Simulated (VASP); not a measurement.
# Ag3Os (Pm-3m) in VASP: further runs

Runs on Ag3Os. Level: PBE. Tasks: single point, relaxation of cell and atoms.

Everything below comes from runs of VASP 6.6.1. Logs are shortened: lines on timing, memory, paths and dates and some standing lists are left out, and cuts for length are marked.

### Step 1. The cell of the first run

The structure is cubic, space group Pm-3m (No. 221). The conventional cell has a = 4.061 Å, b = 4.061 Å, c = 4.061 Å, α = 90.00°, β = 90.00°, γ = 90.00°. Ag (site symmetry 4/mmm) has 8 Ag at 2.87 Å and 4 Os at 2.87 Å within 3.8 Å. Os (site symmetry m-3m) has 12 Ag at 2.87 Å within 3.8 Å.

### Step 2. Single point, PBE

Contents of INCAR:

```
SYSTEM = Ag3Os
PREC     = Accurate       ! precision mode
ENCUT    = 520            ! plane-wave cutoff, eV
EDIFF    = 1E-7           ! SCF threshold, eV
ISMEAR   = 0              ! smearing method
SIGMA    = 0.1            ! smearing width, eV
LREAL    = .FALSE.        ! projectors in reciprocal space
LASPH    = .TRUE.         ! aspherical terms in the spheres
NELM     = 100            ! most SCF steps
ALGO     = Fast           ! electronic algorithm
ISIF     = 2              ! what is computed and relaxed
LWAVE    = .FALSE.        ! write WAVECAR
LCHARG   = .FALSE.        ! write CHGCAR
GGA      = PE             ! functional
NBANDS   = 28             ! bands
```

Contents of KPOINTS:

```
regular mesh
0
G
  12 12 12
  0 0 0
```

Contents of POSCAR:

```
Ag3Os
1.0
    4.0612202165      0.0000000000      0.0000000000
    0.0000000000      4.0612202165      0.0000000000
    0.0000000000      0.0000000000      4.0612202165
Ag Os
3 1
Direct
    0.0000000000      0.5000000000      0.5000000000
    0.5000000000      0.0000000000      0.5000000000
    0.5000000000      0.5000000000      0.0000000000
    0.0000000000      0.0000000000      0.0000000000
```

Potentials or basis: VASP PAW PBE potentials, release 64 (Ag, Os).

The run is started by

```bash
$ cat potpaw_PBE.64/Ag/POTCAR potpaw_PBE.64/Os/POTCAR > POTCAR
$ mpirun -np 1 vasp_std > vasp.out
```

OUTCAR:

```text
SYSTEM = Ag3Os
   PREC = Accurate
   ENCUT = 520
   EDIFF = 1E-7
   ISMEAR = 0
   LREAL = .FALSE.
   LASPH = .TRUE.
   NELM = 100
   ISIF = 2
   GGA = PE

 ion  position               nearest neighbor table
   1  0.000  0.500  0.500-   2 2.87   3 2.87   4 2.87   3 2.87   4 2.87   2 2.87   4 2.87   4 2.87
                             2 2.87   3 2.87   3 2.87   2 2.87
   2  0.500  0.000  0.500-   1 2.87   3 2.87   4 2.87   3 2.87   4 2.87   1 2.87   3 2.87   3 2.87
                             1 2.87   4 2.87   4 2.87   1 2.87
   3  0.500  0.500  0.000-   1 2.87   2 2.87   4 2.87   1 2.87   2 2.87   2 2.87   4 2.87   2 2.87
                             1 2.87   4 2.87   1 2.87   4 2.87
   4  0.000  0.000  0.000-   1 2.87   2 2.87   3 2.87   1 2.87   2 2.87   1 2.87   3 2.87   1 2.87
                             2 2.87   3 2.87   2 2.87   3 2.87

  LATTYP: Found a simple cubic cell.
 ALAT       =     4.0612202165

  Lattice vectors:

 A1 = (   4.0612202165,   0.0000000000,   0.0000000000)
 A2 = (   0.0000000000,   4.0612202165,   0.0000000000)
 A3 = (   0.0000000000,   0.0000000000,   4.0612202165)

Analysis of symmetry for initial positions (statically):
=====================================================================
 Subroutine PRICEL returns:
 Original cell was already a primitive cell.

 Routine SETGRP: Setting up the symmetry group for a
 simple cubic supercell.

 Subroutine GETGRP returns: Found 48 space group operations
 (whereof 48 operations were pure point group operations)
 out of a pool of 48 trial point group operations.

The static configuration has the point symmetry O_h .

Analysis of symmetry for dynamics (positions and initial velocities):
=====================================================================
 Subroutine PRICEL returns:
 Original cell was already a primitive cell.

 Routine SETGRP: Setting up the symmetry group for a
 simple cubic supercell.

 Subroutine GETGRP returns: Found 48 space group operations
 (whereof 48 operations were pure point group operations)
 out of a pool of 48 trial point group operations.

The dynamic configuration has the point symmetry O_h .

 Subroutine INISYM returns: Found 48 space group operations
 (whereof 48 operations are pure point group operations),
 and found     1 'primitive' translations

----------------------------------------------------------------------------------------

                                     Primitive cell

  volume of cell :      66.9838

  direct lattice vectors                    reciprocal lattice vectors
     4.061220216  0.000000000  0.000000000     0.246231415  0.000000000  0.000000000
     0.000000000  4.061220216  0.000000000     0.000000000  0.246231415  0.000000000
     0.000000000  0.000000000  4.061220216     0.000000000  0.000000000  0.246231415

  length of vectors
     4.061220216  4.061220216  4.061220216     0.246231415  0.246231415  0.246231415

  position of ions in fractional coordinates (direct lattice)
     0.000000000  0.500000000  0.500000000
     0.500000000  0.000000000  0.500000000
     0.500000000  0.500000000  0.000000000
     0.000000000  0.000000000  0.000000000

  ion indices of the primitive-cell ions
   primitive index   ion index
                 1           1
                 2           2
                 3           3
                 4           4

----------------------------------------------------------------------------------------

 KPOINTS: regular mesh

Automatic generation of k-mesh.
 Grid dimensions read from file:
 generate k-points for:   12   12   12

 Generating k-lattice:

  Cartesian coordinates                     Fractional coordinates (reciprocal lattice)
     0.020519285  0.000000000  0.000000000     0.083333333  0.000000000  0.000000000
     0.000000000  0.020519285  0.000000000     0.000000000  0.083333333  0.000000000
     0.000000000  0.000000000  0.020519285     0.000000000  0.000000000  0.083333333

  Length of vectors
     0.020519285  0.020519285  0.020519285

  Shift w.r.t. Gamma in fractional coordinates (k-lattice)
     0.000000000  0.000000000  0.000000000

 Subroutine IBZKPT returns following result:
 ===========================================

 Found     84 irreducible k-points:

 Following reciprocal coordinates:
            Coordinates               Weight
  0.000000  0.000000  0.000000      1.000000
  0.083333  0.000000  0.000000      6.000000
  0.166667  0.000000  0.000000      6.000000
  0.250000  0.000000  0.000000      6.000000
  0.333333  0.000000  0.000000      6.000000
  0.416667  0.000000  0.000000      6.000000
[... 16 lines left out ...]
  0.333333  0.333333  0.000000     12.000000
  0.416667  0.333333  0.000000     24.000000
 [... further k-points ...]
   k-points           NKPTS =     84   k-points in BZ     NKDIM =     84   number of bands    NBANDS=     28
   number of dos      NEDOS =    301   number of ions     NIONS =      4
   total plane-waves  NPLWV =  27000
   dimension x,y,z NGX =    30 NGY =   30 NGZ =   30
   dimension x,y,z NGXF=    60 NGYF=   60 NGZF=   60
   ions per type =               3   1
   NGX,Y,Z   is equivalent  to a cutoff of  12.28, 12.28, 12.28 a.u.
   NGXF,Y,Z  is equivalent  to a cutoff of  24.56, 24.56, 24.56 a.u.
 SYSTEM =  Ag3Os
   PREC   = accura    normal or accurate (medium, high low for compatibility)
   ISTART =      0    job   : 0-new  1-cont  2-samecut
   ICHARG =      2    charge: 1-file 2-atom 10-const
   ISPIN  =      1    spin polarized calculation?
   LNONCOLLINEAR =      F non collinear calculations
   LSORBIT =      F    spin-orbit coupling
   LASPH  =      T    aspherical Exc in radial PAW
   ENCUT  =  520.0 eV  38.22 Ry    6.18 a.u.   7.55  7.55  7.55*2*pi/ulx,y,z
   NELM   =    100;   NELMIN=  2; NELMDL= -5     # of ELM steps
   EDIFF  = 0.1E-06   stopping-criterion for ELM
   LREAL  =      F    real-space projection
   EDIFFG = 0.1E-05   stopping-criterion for IOM
   NSW    =      0    number of steps for IOM
   IBRION =     -1    ionic relax: 0-MD 1-quasi-New 2-CG
   NFREE  =      0    steps in history (QN), initial steepest desc. (CG)
   ISIF   =      2    stress and relaxation
   ISYM   =      2    0-nonsym 1-usesym 2-fastsym
   POTIM  = 0.5000    time-step for ionic-motion
   TEBEG  =    0.0;   TEEND  =   0.0 temperature during run
   PSTRESS=    0.0 pullay stress
   NELECT =      41.0000    total number of electrons
   NUPDOWN=      -1.0000    fix difference up-down
   EMIN   =  10.00;   EMAX   =-10.00  energy-range for DOS
   EFERMI =   0.00;   METHOD = LEGACY
   ISMEAR =     0;   SIGMA  =   0.10  broadening in eV -4-tet -1-fermi 0-gaus
   EFERMI_NEDOS =   21; number of points for ismear=-14 and -15
   IALGO  =     68    algorithm
   IMIX   =      4    mixing-type and parameters
     AMIX     =   0.40;   BMIX     =  1.00
     AMIX_MAG =   1.60;   BMIX_MAG =  1.00
  volume/ion in A,a.u.               =      16.75       113.01
  Fermi-wavevector in a.u.,A,eV,Ry     =   1.389994  2.626708 26.287588  1.932083
  Thomas-Fermi vector in A             =   2.513972
   LORBIT       =      0    0 simple, 1 ext, 2 COOP (PROOUT), +10 PAW based schemes
   GGA     = PE    functional components
   LHFCALC =     F    Hartree Fock is set to
   AEXX    =    0.0000 exact exchange contribution
   IVDW    =     0    specifies the selected vdW correction
   LEPSILON=     F    determine dielectric tensor
   LRPA    =     F    only Hartree local field effects (RPA)
 non-spin polarized calculation
 RMM-DIIS sequential band-by-band and
 Gauss-broadening in eV      SIGMA  =   0.10
  energy-cutoff  :      520.00
  volume of cell :       66.98
 maximum number of plane-waves:      1856
   NGX = 15   NGY = 15   NGZ = 15

 number of electron      40.9999976 magnetization

 Free energy of the ion-electron system (eV)
  ---------------------------------------------------
  ext. energy  EPLUGINS =         0.00000000
  ---------------------------------------------------
  free energy    TOTEN  =       -16.21195508 eV

  energy without entropy =      -16.19297079  energy(sigma->0) =      -16.20246293

 E-fermi :   7.6664     XC(G=0): -12.5072

 val. band max:        7.6608433638   @ k =   0.4167   0.1667   0.1667
 cond. band min:       7.6668044678   @ k =   0.1667   0.1667   0.0833
 fundamental gap:      0.0059611041
 Fermi energy:         7.6663633646

 k-point     1 :       0.0000    0.0000    0.0000
  band No.  band energies     occupation
      1      -0.0528      2.00000
      2       1.5491      2.00000
      3       1.8173      2.00000
      4       1.8173      2.00000
      5       1.8932      2.00000
      6       1.8932      2.00000
[... 20 lines left out ...]
     27      16.5491      0.00000
     28      18.6307      0.00000

 k-point     2 :       0.0833    0.0000    0.0000
  band No.  band energies     occupation
      1       0.0249      2.00000
      2       1.5865      2.00000
      3       1.8502      2.00000
      4       1.8639      2.00000
      5       1.9168      2.00000
      6       1.9301      2.00000
[... 20 lines left out ...]
     27      16.8940      0.00000
     28      18.6405      0.00000

 k-point     3 :       0.1667    0.0000    0.0000
  band No.  band energies     occupation
      1       0.2541      2.00000
      2       1.6932      2.00000
      3       1.9425      2.00000
      4       1.9860      2.00000
      5       1.9988      2.00000
      6       2.0401      2.00000
[... 20 lines left out ...]
     27      17.9376      0.00000
     28      18.4000      0.00000

 k-point     4 :       0.2500    0.0000    0.0000
  band No.  band energies     occupation
      1       0.6208      2.00000
      2       1.8515      2.00000
      3       2.0747      2.00000
      4       2.0953      2.00000
      5       2.2062      2.00000
      6       2.2204      2.00000
[... 20 lines left out ...]
     27      17.7754      0.00000
     28      17.7848      0.00000

 k-point     5 :       0.3333    0.0000    0.0000
  band No.  band energies     occupation
      1       1.0922      2.00000
      2       2.0256      2.00000
      3       2.2114      2.00000
      4       2.2337      2.00000
      5       2.4536      2.00000
      6       2.4651      2.00000
[... 20 lines left out ...]
     27      16.9492      0.00000
     28      16.9500      0.00000

 k-point     6 :       0.4167    0.0000    0.0000
  band No.  band energies     occupation
      1       1.5905      2.00000
      2       2.1342      2.00000
      3       2.3143      2.00000
      4       2.3756      2.00000
      5       2.6785      2.00000
      6       2.7563      2.00000
[... 463 lines left out ...]
      5       2.7475      2.00000
      6       2.8661      2.00000
[... 20 lines left out ...]
     27      17.0275      0.00000
     28      17.3159      0.00000

 k-point    22 :       0.5000    0.2500    0.0000
  band No.  band energies     occupation
      1       2.2621      2.00000
      2       2.5029      2.00000
      3       2.6353      2.00000
      4       2.6469      2.00000
      5       2.7671      2.00000
      6       2.8872      2.00000
[... 20 lines left out ...]
     27      16.2203      0.00000
     28      17.2069      0.00000

 k-point    23 :       0.3333    0.3333    0.0000
  band No.  band energies     occupation
      1       1.9384      2.00000
      2       2.3691      2.00000
      3       2.5701      2.00000
      4       2.7457      2.00000
      5       2.7859      2.00000
      6       2.8050      2.00000
[... 20 lines left out ...]
     27      17.9152      0.00000
     28      18.3288      0.00000

 k-point    24 :       0.4167    0.3333    0.0000
  band No.  band energies     occupation
      1       2.2557      2.00000
      2       2.5098      2.00000
      3       2.6867      2.00000
      4       2.8839      2.00000
      5       2.8999      2.00000
      6       2.9386      2.00000
[... 20 lines left out ...]
     27      17.5872      0.00000
     28      17.6652      0.00000

 [... further k-points ...]

------------------------ aborting loop because EDIFF is reached ----------------------------------------

  FORCE on cell =-STRESS in cart. coord.  units (eV):
  Direction    XX          YY          ZZ          XY          YZ          ZX
  --------------------------------------------------------------------------------------
  -------------------------------------------------------------------------------------
  Total       -0.0846016     -0.0846016     -0.0846016     -0.0000000      0.0000000     -0.0000000
  in kB       -2.0235772     -2.0235772     -2.0235772     -0.0000000      0.0000000     -0.0000000
  external PRESSURE =      -2.0235772 kB  Pullay stress =       0.0000000 kB

 VOLUME and BASIS-vectors are now :
 -----------------------------------------------------------------------------
  energy-cutoff  :      520.00
  volume of cell :       66.98
      direct lattice vectors                 reciprocal lattice vectors
     4.061220216  0.000000000  0.000000000     0.246231415  0.000000000  0.000000000
     0.000000000  4.061220216  0.000000000     0.000000000  0.246231415  0.000000000
     0.000000000  0.000000000  4.061220216     0.000000000  0.000000000  0.246231415

 POSITION                                       TOTAL-FORCE (eV/Angst)
 -----------------------------------------------------------------------------------
      0.00000      2.03061      2.03061         0.000000      0.000000      0.000000
      2.03061      0.00000      2.03061         0.000000      0.000000      0.000000
      2.03061      2.03061      0.00000         0.000000      0.000000      0.000000
      0.00000      0.00000      0.00000         0.000000      0.000000      0.000000
 -----------------------------------------------------------------------------------
    total drift:                                0.000000      0.000000     -0.000000

  FREE ENERGIE OF THE ION-ELECTRON SYSTEM (eV)
  ---------------------------------------------------
  free  energy   TOTEN  =       -16.2119550789 eV

  energy  without entropy=      -16.1929707908  energy(sigma->0) =      -16.20246293
```

Wall time 4.1 min (1 thread of Intel Xeon 8259CL, shared host); peak memory 0.27 GiB.

What came out:

* Free energy: -16.2120 eV
* Pressure: -0.2 GPa
* Band gap on the k mesh: zero (an odd number of electrons rules out a gap without spin polarisation)

Caveat: spin-orbit coupling is left out, which moves the levels of the heavy elements.

### Step 3. Relaxation of cell and atoms, PBE

This run uses another cell than the first one, of 16.81 Å³/atom.

Contents of INCAR:

```
ALGO = Fast ; EDIFF = 1E-7
EDIFFG = -0.01 ; ENCUT = 600
GGA = PE ; IBRION = 2
ISIF = 3 ; ISMEAR = 0
LASPH = True ; LCHARG = False
LREAL = False ; LWAVE = False
NELM = 80 ; NSW = 100
PREC = Accurate ; SIGMA = 0.1
```

Contents of KPOINTS:

```
k-points
0
Gamma
  12 12 12
```

Contents of POSCAR:

```
Ag3Os
1.0
    4.0667303410      0.0000000000      0.0000000000
    0.0000000000      4.0667303410      0.0000000000
    0.0000000000      0.0000000000      4.0667303410
Ag Os
3 1
Direct
    0.0000000000      0.5000000000      0.5000000000
    0.5000000000      0.0000000000      0.5000000000
    0.5000000000      0.5000000000      0.0000000000
    0.0000000000      0.0000000000      0.0000000000
```

Potentials or basis: VASP PAW PBE potentials, release 64 (Ag, Os).

The run is started by

```bash
$ cat potpaw_PBE.64/Ag/POTCAR potpaw_PBE.64/Os/POTCAR > POTCAR
$ mpirun -np 1 vasp_std > vasp.out
```

It took 9 min on 1 thread of Intel Xeon 8259CL, shared host; peak memory 0.3 GiB.

Results (log left out):

* Free energy: -16.2123 eV
* Relaxed volume: 16.72 Å³/atom
* Relaxed cell: a = 4.059 Å, b = 4.059 Å, c = 4.059 Å, α = 90.00°, β = 90.00°, γ = 90.00°
* Space group after relaxing (to 0.1 Å): Pm-3m (No. 221)
* Energy gained by relaxing: 0.2 meV/atom
* Ionic steps: 3
* Pressure after relaxing: 0.0 GPa
* Band gap on the k mesh: zero (an odd number of electrons rules out a gap without spin polarisation)

The path:
| step | energy change (eV) | largest force (eV/Å) | pressure (GPa) | volume (Å³) |
| --- | --- | --- | --- | --- |
| 1 | 0.0000 | 0.0000 | -0.75 | 67.26 |
| 2 | 0.0002 | 0.0000 | 0.85 | 66.49 |
| 3 | -0.0009 | 0.0000 | 0.02 | 66.89 |

Final structure:
```xyz
4
Lattice="4.0593 0.0000 0.0000 0.0000 4.0593 0.0000 0.0000 0.0000 4.0593" Properties=species:S:1:pos:R:3 pbc="T T T"
Ag    0.0000    2.0296    2.0296
Ag    2.0296    0.0000    2.0296
Ag    2.0296    2.0296    0.0000
Os    0.0000    0.0000    0.0000
```

Levels at points of the mesh, in eV from the Fermi level:
```
           k point  band 18  band 19  band 20  band 21  band 22  band 23  band 24
(0.00, 0.00, 0.00)    -0.01     0.88     0.88     0.88     2.23     2.23     2.23
(0.50, 0.00, 0.00)    -0.98    -0.98    -0.51    -0.18     0.80     6.86     6.86
(0.50, 0.50, 0.00)    -0.67    -0.67    -0.16     0.02     0.02     1.45     2.65
(0.50, 0.50, 0.50)    -0.39     0.04     0.21     0.21     0.21     0.56     0.56
```

Caveat: spin-orbit coupling is left out, which moves the levels of the heavy elements.
